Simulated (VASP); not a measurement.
## Ti: single point with LDA

The system is Ti.

```
Ti
1.0
     0.00000    2.02321    2.02321
     2.02321    0.00000    2.02321
     2.02321    2.02321    0.00000
Ti
1
Direct
  0.00000 0.00000 0.00000
```

This isn't the form of Ti at room conditions, which is hcp.

```yaml
Program: VASP 6.6.1
Task: single point
Functional: LDA
Potentials_or_basis: VASP PAW LDA potentials, release 64 (Ti_sv)
Cutoff: 500 eV
k_mesh: 15 × 15 × 15
Occupations: fermi-dirac, width 0.05 eV
Spin: no spin polarisation
```

```yaml
Pressure: -3.9 GPa
Band_gap_on_the_k_mesh: zero (bands 6 and 7 overlap by 1.18 eV)
```

Levels at points of the mesh, in eV from the Fermi level:
| k point | band 3 | band 4 | band 5 | band 6 | band 7 | band 8 | band 9 | band 10 |
| --- | --- | --- | --- | --- | --- | --- | --- | --- |
| (0.00, 0.00, 0.00) | -32.12 | -32.12 | -6.13 | 0.86 | 0.86 | 0.86 | 2.58 | 2.58 |

Wall time 24 s on 1 thread of Intel Xeon 8259CL (shared host), peak memory 0.14 GiB.

Caveat: the cell stands under tension.
